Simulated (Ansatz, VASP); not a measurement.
# One calculation of Mg, two programs

File INCAR:

```
SYSTEM = Mg
PREC = Accurate
ENCUT = 600
EDIFF = 1E-6
ISMEAR = -1
SIGMA = 0.05
LREAL = .False.
LASPH = .True.
NELM = 120
ALGO = Normal
ISIF = 2
LWAVE = .False.
LCHARG = .True.
LELF = .True.
LVHAR = .True.
NBANDS = 7
GGA_COMPAT = .False.
```

The input KPOINTS:

```
regular mesh
0
Gamma
  13 13 13
  0 0 0
```

File POSCAR:

```
Mg
1.0
   -1.7918605652      1.7918605652      1.7918605652
    1.7918605652     -1.7918605652      1.7918605652
    1.7918605652      1.7918605652     -1.7918605652
Mg
1
Direct
    0.0000000000      0.0000000000      0.0000000000
```

Input for Ansatz:

```yaml
crystal:
  lattice:
    - [-1.7918605652, 1.7918605652, 1.7918605652]
    - [1.7918605652, -1.7918605652, 1.7918605652]
    - [1.7918605652, 1.7918605652, -1.7918605652]
  atoms:
    - { symbol: Mg, position: [0.0, 0.0, 0.0] }
kpoints:
  mp_grid: { grid: [13, 13, 13] }
  band_path:
    path:
      - [0.0, 0.0, 0.0]
      - [0.5, -0.5, 0.5]
      - [0.0, 0.0, 0.5]
      - [0.0, 0.0, 0.0]
      - [0.25, 0.25, 0.25]
      - [0.5, -0.5, 0.5]
      - [0.25, 0.25, 0.25]
      - [0.0, 0.0, 0.5]
    npoints: 5
scf:
  occupations: { method: fermi_dirac, width: 0.05 }
hamiltonian:
  xc: lda
  pseudopotentials: { kind: all_electron, lapw: { basis_error: 0.00025 } }
output:
  forces: true
  stress: true
  eigenvalues: true
```

Alike in both runs: task single point; functional LDA; k mesh 13 × 13 × 13; occupations fermi-dirac, width 0.05 eV; no spin polarisation.

|  | VASP | Ansatz |
| --- | --- | --- |
| version | VASP 6.6.1 | Ansatz 0.2.0 |
| potentials or method | VASP PAW LDA potentials, release 64 (Mg), cutoff 600 eV | all-electron LAPW, scalar-relativistic |

VASP gave:

| Item | Value |
| --- | --- |
| pressure (GPa) | -2.4 |

**Question.** What did Ansatz give for the same quantities?

**Answer.** Pressure (GPa): -2.0.

LDA's correlation is that of Perdew and Zunger in VASP and of Perdew and Wang (1992) in Ansatz. Ansatz ran all-electron here, and VASP with PAW potentials.
